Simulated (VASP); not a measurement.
Wanted: the native input for a VASP 6.6.1 run.

```
Task                   : single point
Functional             : PBEsol
Potentials or basis    : VASP PAW PBE potentials, release 64 (Rb_sv, Pt, S)
Cutoff                 : 520 eV
k mesh                 : 6 × 6 × 2
Occupations            : fermi-dirac, width 0.03 eV
Spin                   : no spin polarisation
Dipole correction      : no
Further INCAR settings : ALGO = Normal; EDIFF = 1e-06; NBANDS = 32
```

The structure of Rb2PtS3 lies in POSCAR:

```
Rb2PtS3
1.0
    3.8323126569      0.0000000000      0.0000000000
   -1.9161563284      3.3188801161      0.0000000000
    0.0000000000      0.0000000000     11.7194975416
Rb Pt S
2 1 3
Direct
    0.3333333333      0.6666666667      0.6845823719
    0.6666666667      0.3333333333      0.3154176281
    0.0000000000      0.0000000000      0.0000000000
    0.3333333333      0.6666666667      0.0896435684
    0.6666666667      0.3333333333      0.9103564316
    0.0000000000      0.0000000000      0.5000000000
```

One way to write it, as run:

INCAR

```
PREC = Accurate
ENCUT = 520
EDIFF = 1E-6
ISMEAR = -1
SIGMA = 0.03
LREAL = False
LASPH = True
NELM = 100
ALGO = Normal
ISIF = 2
LWAVE = False
LCHARG = True
GGA = PS
LELF = True
LVHAR = True
NBANDS = 32
```

KPOINTS

```
regular mesh
0
Gamma
  6 6 2
```

Potentials or basis: VASP PAW PBE potentials, release 64 (Rb_sv, Pt, S).

The run is started by

```sh
$ cat potpaw_PBE.64/Rb_sv/POTCAR potpaw_PBE.64/Pt/POTCAR potpaw_PBE.64/S/POTCAR > POTCAR
$ mpirun -np 1 vasp_std > vasp.out
```

Results of the run:

```
Pressure               : 0.0 GPa
Largest force          : 0.011 eV/Å
Band gap on the k mesh : zero (band 23 reaches 3.91 eV, above the bottom of band 24 at 3.48 eV)
```

Caveat: the PAW data sets were made with another functional, which shifts forces and pressure a little; spin-orbit coupling is left out, which moves the levels of the heavy elements.

Run time: 76 s on 1 thread of Intel(R) Xeon(R) Platinum 8488C (Sapphire Rapids), on a shared host, peak memory 0.3 GiB.
